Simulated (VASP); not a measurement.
Set up this calculation in VASP 6.6.1, as the native input.

```
Task                   : single point
Functional             : PBE
Potentials or basis    : VASP PAW PBE potentials, release 64 (Os)
Cutoff                 : 520 eV
k mesh                 : 7 × 7 × 1
Occupations            : methfessel-paxton, width 0.1 eV
Spin                   : no spin polarisation
Dipole correction      : yes
Electric field (eV/Å)  : 0.05
Further INCAR settings : ALGO = Normal; EDIFF = 1e-07; NBANDS = 24; EFIELD = -0.05
```

The structure of Os lies in POSCAR:

```
Os
1.0
    2.7341000000      0.0000000000      0.0000000000
   -1.3670500000      2.3678000000      0.0000000000
    0.0000000000      0.0000000000     18.4795500000
Os
4
Direct
    0.3333333333      0.6666666667      0.3246832309
    0.6666666667      0.3333333333      0.4415610770
    0.3333333333      0.6666666667      0.5584389230
    0.6666666667      0.3333333333      0.6753167691
```

The input as run:

INCAR

```
SYSTEM = Os
ALGO     = Normal         ! electronic algorithm
DIPOL    = 0.5 0.5 0.500
EDIFF    = 1E-7           ! SCF threshold, eV
EFIELD   = -0.05        
ENCUT    = 520            ! plane-wave cutoff, eV
GGA      = PE             ! functional
IDIPOL   = 3            
ISIF     = 2              ! what is computed and relaxed
ISMEAR   = 1              ! smearing method
LASPH    = .TRUE.         ! aspherical terms in the spheres
LCHARG   = .FALSE.        ! write CHGCAR
LDIPOL   = .TRUE.       
LREAL    = .FALSE.        ! projectors in reciprocal space
LWAVE    = .FALSE.        ! write WAVECAR
NBANDS   = 24             ! bands
NELM     = 100            ! most SCF steps
PREC     = Accurate       ! precision mode
SIGMA    = 0.1            ! smearing width, eV
```

KPOINTS

```
k-points
0
G
  7 7 1
  0 0 0
```

Potentials or basis: VASP PAW PBE potentials, release 64 (Os).

Launch:

```sh
$ cat potpaw_PBE.64/Os/POTCAR > POTCAR
$ mpirun -np 1 vasp_std > vasp.out
```

Results of the run:

```
Largest force          : 0.913 eV/Å
Band gap on the k mesh : zero (band 16 reaches 2.87 eV, above the bottom of band 17 at 0.53 eV)
```

Caveat: the k points lie up to 0.38 Å⁻¹ apart; spin-orbit coupling is left out, which moves the levels of the heavy elements.

It took 40 s on 1 thread of Intel(R) Xeon(R) 6975P-C (Granite Rapids), on a shared host, peak memory 0.22 GiB.
